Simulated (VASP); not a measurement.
Si2Mo: single point with PBE

Si2Mo:

```xyz
3
Lattice="-1.6000 1.6000 3.9305 1.6000 -1.6000 3.9305 1.6000 1.6000 -3.9305" Properties=species:S:1:pos:R:3 pbc="T T T"
Mo    0.0000    0.0000    0.0000
Si    0.0000    0.0000    5.2433
Si    0.0000    0.0000    2.6177
```

```yaml
Program: VASP 6.6.1
Task: single point
Functional: PBE
Potentials_or_basis: VASP PAW PBE potentials, release 64 (Mo_sv, Si)
Cutoff: 520 eV
k_mesh: 7 × 7 × 7
Occupations: fermi-dirac, width 0.03 eV
Spin: no spin polarisation
```

```json
{
 "Pressure": "2.4 GPa",
 "Largest force": "0.296 eV/Å",
 "Band gap on the k mesh": "zero (band 11 reaches 12.77 eV, above the bottom of band 12 at 12.00 eV)"
}
```

Forces on the atoms (eV/Å):
```
Mo   0.000  0.000  0.000
Si   0.000  0.000 -0.296
Si   0.000  0.000  0.296
```

Stress tensor (GPa, compression positive):
```
2.82 0.00 0.00
0.00 2.82 0.00
0.00 0.00 1.51
```

Levels at points of the mesh, in eV from the Fermi level:
```
           k point  band 7  band 8  band 9  band 10  band 11  band 12  band 13  band 14  band 15  band 16
(0.00, 0.00, 0.00)   -3.47   -3.02   -2.66    -2.66     0.41     3.07     3.10     3.63     3.63     4.06
```

It took 50 s on 1 thread of Intel(R) Xeon(R) Platinum 8259CL CPU @ 2.50GHz (Skylake/Cascade Lake) (shared host), peak memory 0.21 GiB.

Caveat: the k points lie up to 0.40 Å⁻¹ apart.
